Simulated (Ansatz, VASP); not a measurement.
## Two plane-wave programs on SiO2

The input INCAR:

```
  PREC = Accurate
  ENCUT = 520
  EDIFF = 1E-6
  ISMEAR = 0
  SIGMA = 0.05
  LREAL = False
  LASPH = True
  NELM = 80
  ALGO = Normal
  ISIF = 2
  LWAVE = False
  LCHARG = False
  GGA = CA
  NBANDS = 34
```

File KPOINTS:

```
regular mesh
0
Gamma
  6 6 4
```

Contents of POSCAR:

```
SiO2
1.0
    5.0386983903      0.0000000000      0.0000000000
   -2.5193491952      4.3636408080      0.0000000000
    0.0000000000      0.0000000000      5.6906006435
Si O
3 6
Direct
    0.0000000000      0.5000000000      0.3333333333
    0.5000000000      0.5000000000      0.6666666667
    0.5000000000      0.0000000000      0.0000000000
    0.5843949021      0.7921974511      0.8333333333
    0.7921974511      0.5843949021      0.5000000000
    0.7921974511      0.2078025489      0.1666666667
    0.4156050979      0.2078025489      0.8333333333
    0.2078025489      0.4156050979      0.5000000000
    0.2078025489      0.7921974511      0.1666666667
```

Input for Ansatz:

```yaml
crystal:
  lattice:
    - [5.0386983903, 0.0, 0.0]
    - [-2.5193491952, 4.363640808, 0.0]
    - [0.0, 0.0, 5.6906006435]
  atoms:
    - { symbol: Si, position: [0.0, 0.5, 0.3333333333] }
    - { symbol: Si, position: [0.5, 0.5, 0.6666666667] }
    - { symbol: Si, position: [0.5, 0.0, 0.0] }
    - { symbol: O, position: [0.5843949021, 0.7921974511, 0.8333333333] }
    - { symbol: O, position: [0.7921974511, 0.5843949021, 0.5] }
    - { symbol: O, position: [0.7921974511, 0.2078025489, 0.1666666667] }
    - { symbol: O, position: [0.4156050979, 0.2078025489, 0.8333333333] }
    - { symbol: O, position: [0.2078025489, 0.4156050979, 0.5] }
    - { symbol: O, position: [0.2078025489, 0.7921974511, 0.1666666667] }
basis:
  ecutwfc: 420
kpoints:
  mp_grid: { grid: [6, 6, 4] }
hamiltonian:
  xc: lda
scf:
  occupations: { method: gaussian, width: 0.05 }
output:
  forces: true
  stress: true
  eigenvalues: true
```

Change from the starting cell: strain +0.000 along x and y, +0.030 along z, atoms carried along.

Alike in both runs: task single point; functional LDA; k mesh 6 × 6 × 4; occupations gaussian, width 0.05 eV; no spin polarisation.

```csv
,VASP,Ansatz
version,VASP 6.6.1,Ansatz 0.2.0
potentials or method,"VASP PAW LDA potentials, release 64 (Si, O), cutoff 520 eV","scalar-relativistic, plane waves, PAW"
valence electrons in the cell,48,48
```

VASP gave:

* gap on the k mesh at the Fermi level (eV): 5.29
* least direct gap on the mesh (eV): 5.43
* pressure (GPa): -4.8
* traceless stress, the component that is largest in VASP (GPa): -1.51
* rms of the force components (eV/Å): 0.088

**Question.** Estimate Ansatz's values.

**Answer.** gap on the k mesh at the Fermi level (eV): 5.30; least direct gap on the mesh (eV): 5.43; pressure (GPa): -5.4; traceless stress, the component that is largest in VASP (GPa): -1.57; rms of the force components (eV/Å): 0.091.

LDA's correlation is that of Perdew and Zunger in VASP and of Perdew and Wang (1992) in Ansatz. Atom by atom the forces differ by 0.004 eV/Å (rms over components).
